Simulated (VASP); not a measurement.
# RbBr (Fm-3m) in VASP: a series of runs, part 2 of 3

VASP 6.6.1. The steps go on from the part before.

### 3 Single point, PBEsol

This run uses another cell than the first one, of 29.18 Å³/atom, 1.078 times its volume.

INCAR reads:

```
  PREC = Accurate
  ENCUT = 520
  EDIFF = 1E-7
  ISMEAR = 0
  SIGMA = 0.01
  LREAL = False
  LASPH = True
  NELM = 80
  ALGO = Normal
  ISIF = 2
  LWAVE = False
  LCHARG = False
  GGA = PS
  NBANDS = 15
```

KPOINTS reads:

```
regular mesh
0
Gamma
  6 6 6
```

POSCAR reads:

```
RbBr
1.0
    3.0787285832      3.0787285832      0.0000000000
   -3.0787285832      3.0787285832      0.0000000000
    0.0000000000      3.0787285832      3.0787285832
Rb Br
1 1
Direct
    0.0000000000      0.0000000000      0.0000000000
    0.5000000000      0.5000000000      0.0000000000
```

Potentials or basis: VASP PAW PBE potentials, release 64 (Rb_sv, Br).

Run with:

```
$ cat potpaw_PBE.64/Rb_sv/POTCAR potpaw_PBE.64/Br/POTCAR > POTCAR
$ mpirun -np 1 vasp_std > vasp.out
```

Wall time 6.6 s (1 thread of Intel Xeon 6975P-C (Granite Rapids), shared host); peak memory 0.17 GiB.

It converged, with:

```
Free energy            : -5.8513 eV
Pressure               : 10.2 GPa
Band gap on the k mesh : 4.82 eV, indirect (least direct gap 4.93 eV)
```

Levels at points of the mesh, in eV from the valence-band top:
| k point | band 5 | band 6 | band 7 | band 8 | band 9 | band 10 | band 11 | band 12 |
| --- | --- | --- | --- | --- | --- | --- | --- | --- |
| (0.00, 0.00, 0.00) | -8.01 | 0.00 | 0.00 | 0.00 | 5.12 | 7.01 | 7.01 | 7.01 |
| (0.50, 0.00, 0.00) | -7.75 | -1.75 | -0.81 | -0.81 | 7.38 | 8.57 | 10.26 | 10.26 |
| (0.50, 0.50, 0.00) | -8.26 | -0.42 | -0.11 | -0.11 | 4.82 | 8.34 | 9.61 | 10.71 |

Caveat: the PAW data sets were made with another functional, which shifts forces and pressure a little. A k mesh can miss the band edges.

### 4 Single point, PBEsol

This run uses another cell than the first one, of 30.96 Å³/atom, 1.144 times its volume.

INCAR reads:

```
PREC     = Accurate       # precision mode
ENCUT    = 520            # plane-wave cutoff, eV
EDIFF    = 1E-7           # SCF threshold, eV
ISMEAR   = 0              # smearing method
SIGMA    = 0.01           # smearing width, eV
LREAL    = F              # projectors in reciprocal space
LASPH    = T              # aspherical terms in the spheres
NELM     = 80             # most SCF steps
ALGO     = Normal         # electronic algorithm
ISIF     = 2              # what is computed and relaxed
LWAVE    = F              # write WAVECAR
LCHARG   = F              # write CHGCAR
GGA      = PS             # functional
NBANDS   = 15             # bands
```

KPOINTS reads:

```
Automatic mesh
0
Gamma
  6 6 6
```

POSCAR reads:

```
RbBr
1.0
    3.1401919316      3.1401919316      0.0000000000
   -3.1401919316      3.1401919316      0.0000000000
    0.0000000000      3.1401919316      3.1401919316
Rb Br
1 1
Direct
    0.0000000000      0.0000000000      0.0000000000
    0.5000000000      0.5000000000      0.0000000000
```

Potentials or basis: VASP PAW PBE potentials, release 64 (Rb_sv, Br).

Run with:

```
$ cat potpaw_PBE.64/Rb_sv/POTCAR potpaw_PBE.64/Br/POTCAR > POTCAR
$ mpirun -np 1 vasp_std > vasp.out
```

OUTCAR:

```text
PREC = Accurate
   ENCUT = 520
   EDIFF = 1E-7
   ISMEAR = 0
   LREAL = F
   LASPH = T
   NELM = 80
   ISIF = 2
   GGA = PS

 ion  position               nearest neighbor table
   1  0.000  0.000  0.000-   2 3.14   2 3.14   2 3.14   2 3.14   2 3.14   2 3.14
   2  0.500  0.500  0.000-   1 3.14   1 3.14   1 3.14   1 3.14   1 3.14   1 3.14

  LATTYP: Found a face centered cubic cell.
 ALAT       =     6.2803838632

  Lattice vectors:

 A1 = (   0.0000000000,   3.1401919316,   3.1401919316)
 A2 = (   3.1401919316,   0.0000000000,   3.1401919316)
 A3 = (   3.1401919316,   3.1401919316,   0.0000000000)

Analysis of symmetry for initial positions (statically):
=====================================================================
 Subroutine PRICEL returns:
 Original cell was already a primitive cell.

 Routine SETGRP: Setting up the symmetry group for a
 face centered cubic supercell.

 Subroutine GETGRP returns: Found 48 space group operations
 (whereof 48 operations were pure point group operations)
 out of a pool of 48 trial point group operations.

The static configuration has the point symmetry O_h .

Analysis of symmetry for dynamics (positions and initial velocities):
=====================================================================
 Subroutine PRICEL returns:
 Original cell was already a primitive cell.

 Routine SETGRP: Setting up the symmetry group for a
 face centered cubic supercell.

 Subroutine GETGRP returns: Found 48 space group operations
 (whereof 48 operations were pure point group operations)
 out of a pool of 48 trial point group operations.

The dynamic configuration has the point symmetry O_h .

 Subroutine INISYM returns: Found 48 space group operations
 (whereof 48 operations are pure point group operations),
 and found     1 'primitive' translations

----------------------------------------------------------------------------------------

                                     Primitive cell

  volume of cell :      61.9296

  direct lattice vectors                    reciprocal lattice vectors
     3.140191932  3.140191932  0.000000000     0.159225936  0.159225936 -0.159225936
    -3.140191932  3.140191932  0.000000000    -0.159225936  0.159225936 -0.159225936
     0.000000000  3.140191932  3.140191932     0.000000000  0.000000000  0.318451872

  length of vectors
     4.440902018  4.440902018  4.440902018     0.275787411  0.275787411  0.318451872

  position of ions in fractional coordinates (direct lattice)
     0.000000000  0.000000000  0.000000000
     0.500000000  0.500000000  0.000000000

  ion indices of the primitive-cell ions
   primitive index   ion index
                 1           1
                 2           2

----------------------------------------------------------------------------------------

 KPOINTS: Automatic mesh

Automatic generation of k-mesh.
 Grid dimensions read from file:
 generate k-points for:    6    6    6

 Generating k-lattice:

  Cartesian coordinates                     Fractional coordinates (reciprocal lattice)
     0.026537656  0.026537656 -0.026537656     0.166666667  0.000000000  0.000000000
    -0.026537656  0.026537656 -0.026537656     0.000000000  0.166666667  0.000000000
     0.000000000  0.000000000  0.053075312     0.000000000  0.000000000  0.166666667

  Length of vectors
[... 29 lines left out ...]
   number of dos      NEDOS =    301   number of ions     NIONS =      2
   total plane-waves  NPLWV =  46656
   dimension x,y,z NGX =    36 NGY =   36 NGZ =   36
   dimension x,y,z NGXF=    72 NGYF=   72 NGZF=   72
   ions per type =               1   1
   NGX,Y,Z   is equivalent  to a cutoff of  13.48, 13.48, 13.48 a.u.
   NGXF,Y,Z  is equivalent  to a cutoff of  26.95, 26.95, 26.95 a.u.
 SYSTEM =  unknown system
   PREC   = accura    normal or accurate (medium, high low for compatibility)
   ISTART =      0    job   : 0-new  1-cont  2-samecut
   ICHARG =      2    charge: 1-file 2-atom 10-const
   ISPIN  =      1    spin polarized calculation?
   LNONCOLLINEAR =      F non collinear calculations
   LSORBIT =      F    spin-orbit coupling
   LASPH  =      T    aspherical Exc in radial PAW
   ENCUT  =  520.0 eV  38.22 Ry    6.18 a.u.   8.26  8.26  8.26*2*pi/ulx,y,z
   NELM   =     80;   NELMIN=  2; NELMDL= -5     # of ELM steps
   EDIFF  = 0.1E-06   stopping-criterion for ELM
   LREAL  =      F    real-space projection
   EDIFFG = 0.1E-05   stopping-criterion for IOM
   NSW    =      0    number of steps for IOM
   IBRION =     -1    ionic relax: 0-MD 1-quasi-New 2-CG
   NFREE  =      0    steps in history (QN), initial steepest desc. (CG)
   ISIF   =      2    stress and relaxation
   ISYM   =      2    0-nonsym 1-usesym 2-fastsym
   POTIM  = 0.5000    time-step for ionic-motion
   TEBEG  =    0.0;   TEEND  =   0.0 temperature during run
   PSTRESS=    0.0 pullay stress
   NELECT =      16.0000    total number of electrons
   NUPDOWN=      -1.0000    fix difference up-down
   EMIN   =  10.00;   EMAX   =-10.00  energy-range for DOS
   EFERMI =   0.00;   METHOD = LEGACY
   ISMEAR =     0;   SIGMA  =   0.01  broadening in eV -4-tet -1-fermi 0-gaus
   EFERMI_NEDOS =   21; number of points for ismear=-14 and -15
   IALGO  =     38    algorithm
   IMIX   =      4    mixing-type and parameters
     AMIX     =   0.40;   BMIX     =  1.00
     AMIX_MAG =   1.60;   BMIX_MAG =  1.00
  volume/ion in A,a.u.               =      30.96       208.96
  Fermi-wavevector in a.u.,A,eV,Ry     =   1.042674  1.970369 14.791839  1.087170
  Thomas-Fermi vector in A             =   2.177350
   LORBIT       =      0    0 simple, 1 ext, 2 COOP (PROOUT), +10 PAW based schemes
   GGA     = PS    functional components
   LHFCALC =     F    Hartree Fock is set to
   AEXX    =    0.0000 exact exchange contribution
   IVDW    =     0    specifies the selected vdW correction
   LEPSILON=     F    determine dielectric tensor
   LRPA    =     F    only Hartree local field effects (RPA)
 non-spin polarized calculation
 Gauss-broadening in eV      SIGMA  =   0.01
  energy-cutoff  :      520.00
  volume of cell :       61.93
 maximum number of plane-waves:      1687
 NGX is ok and might be reduce to    36
   NGX = 17   NGY = 17   NGZ = 17

 number of electron      15.9999998 magnetization

 Free energy of the ion-electron system (eV)
  ---------------------------------------------------
  ext. energy  EPLUGINS =         0.00000000
  ---------------------------------------------------
  free energy    TOTEN  =        -6.04174831 eV

  energy without entropy =       -6.04174831  energy(sigma->0) =       -6.04174831

 E-fermi :  -0.5640     XC(G=0):  -8.5463

 val. band max:       -0.6257245752   @ k =   0.0000   0.0000   0.0000
 cond. band min:       4.2951448673   @ k =   0.0000   0.0000   0.0000
 fundamental gap:      4.9208694425
 Fermi energy:        -0.5640038156

 k-point     1 :       0.0000    0.0000    0.0000
  band No.  band energies     occupation
      1     -24.5686      2.00000
      2     -13.1668      2.00000
      3      -8.6796      2.00000
      4      -8.6796      2.00000
      5      -8.6796      2.00000
      6      -0.6257      2.00000
      7      -0.6257      2.00000
      8      -0.6257      2.00000
      9       4.2951      0.00000
     10       6.4527      0.00000
     11       6.4527      0.00000
     12       6.4527      0.00000
     13       7.5782      0.00000
     14       7.5782      0.00000
[... 257 lines left out ...]
      2     -13.1445      2.00000
      3      -9.1166      2.00000
      4      -8.9600      2.00000
      5      -8.6684      2.00000
      6      -1.3133      2.00000
      7      -1.0526      2.00000
      8      -0.9021      2.00000
      9       5.3581      0.00000
     10       7.7519      0.00000
     11       8.2403      0.00000
     12       9.2835      0.00000
     13      10.2468      0.00000
     14      11.2162      0.00000
     15      12.0699      0.00000

------------------------ aborting loop because EDIFF is reached ----------------------------------------

  FORCE on cell =-STRESS in cart. coord.  units (eV):
  Direction    XX          YY          ZZ          XY          YZ          ZX
  --------------------------------------------------------------------------------------
  -------------------------------------------------------------------------------------
  Total        2.7449331      2.7449331      2.7449331      0.0000000      0.0000000     -0.0000000
  in kB       71.0139666     71.0139666     71.0139666      0.0000000      0.0000000     -0.0000000
  external PRESSURE =      71.0139666 kB  Pullay stress =       0.0000000 kB

 VOLUME and BASIS-vectors are now :
 -----------------------------------------------------------------------------
  energy-cutoff  :      520.00
  volume of cell :       61.93
      direct lattice vectors                 reciprocal lattice vectors
     3.140191932  3.140191932  0.000000000     0.159225936  0.159225936 -0.159225936
    -3.140191932  3.140191932  0.000000000    -0.159225936  0.159225936 -0.159225936
     0.000000000  3.140191932  3.140191932     0.000000000  0.000000000  0.318451872

 POSITION                                       TOTAL-FORCE (eV/Angst)
 -----------------------------------------------------------------------------------
      0.00000      0.00000      0.00000        -0.000000      0.000000      0.000000
      0.00000      3.14019      0.00000         0.000000     -0.000000      0.000000
 -----------------------------------------------------------------------------------
    total drift:                               -0.000000      0.000000     -0.000000

  FREE ENERGIE OF THE ION-ELECTRON SYSTEM (eV)
  ---------------------------------------------------
  free  energy   TOTEN  =        -6.0417483100 eV

  energy  without entropy=       -6.0417483100  energy(sigma->0) =       -6.04174831
```

It took 9.3 s on 1 thread of Intel Xeon 6975P-C (Granite Rapids), shared host; peak memory 0.2 GiB.

What came out:

```
Free energy            : -6.0417 eV
Pressure               : 7.1 GPa
Band gap on the k mesh : 4.92 eV, direct
```

Levels at points of the mesh, in eV from the valence-band top:
| k point | band 6 | band 7 | band 8 | band 9 | band 10 | band 11 |
| --- | --- | --- | --- | --- | --- | --- |
| (0.00, 0.00, 0.00) | 0.00 | 0.00 | 0.00 | 4.92 | 7.08 | 7.08 |
| (0.50, 0.00, 0.00) | -1.59 | -0.70 | -0.70 | 7.26 | 8.41 | 10.13 |
| (0.50, 0.50, 0.00) | -0.46 | -0.14 | -0.14 | 4.99 | 8.07 | 9.55 |

Caveat: the PAW data sets were made with another functional, which shifts forces and pressure a little.

(Part 2 of 3 ends here.)
